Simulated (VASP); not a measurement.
Input of a VASP 6.6.1 run:

The input INCAR:

```
PREC = Accurate ; ENCUT = 520
EDIFF = 1E-6 ; ISMEAR = 0
SIGMA = 0.02 ; LREAL = False
LASPH = True ; NELM = 80
ALGO = Normal ; ISIF = 2
LWAVE = False ; LCHARG = False
GGA = PS ; NBANDS = 14
```

File KPOINTS:

```
Automatic mesh
0
Gamma
  12 12 12
```

File POSCAR:

```
MgO2
1.0
    1.6025863695      0.9252536718      3.4781941519
   -1.6025863695      0.9252536718      3.4781941519
    0.0000000000     -1.8505073437      3.4781941518
Mg O
1 2
Direct
    0.0000000000      0.0000000000      0.0000000000
    0.4291822502      0.4291822502      0.4291822502
    0.5708177498      0.5708177498      0.5708177498
```

Potentials or basis: VASP PAW PBE potentials, release 64 (Mg, O).

Run with:

```sh
$ cat potpaw_PBE.64/Mg/POTCAR potpaw_PBE.64/O/POTCAR > POTCAR
$ mpirun -np 1 vasp_std > vasp.out
```

**Question.** Estimate the largest force.

**Answer.** 0.198 eV/Å.

**Question.** What does it give for the band gap on the k mesh?

**Answer.** 2.36 eV, direct.

**Question.** What does it give for the pressure?

**Answer.** -3.7 GPa.

Stress tensor (GPa, compression positive):
```
-4.26  0.00  0.00
 0.00 -4.26  0.00
 0.00  0.00 -2.58
```

Caveat: the PAW data sets were made with another functional, which shifts forces and pressure a little. A k mesh can miss the band edges.
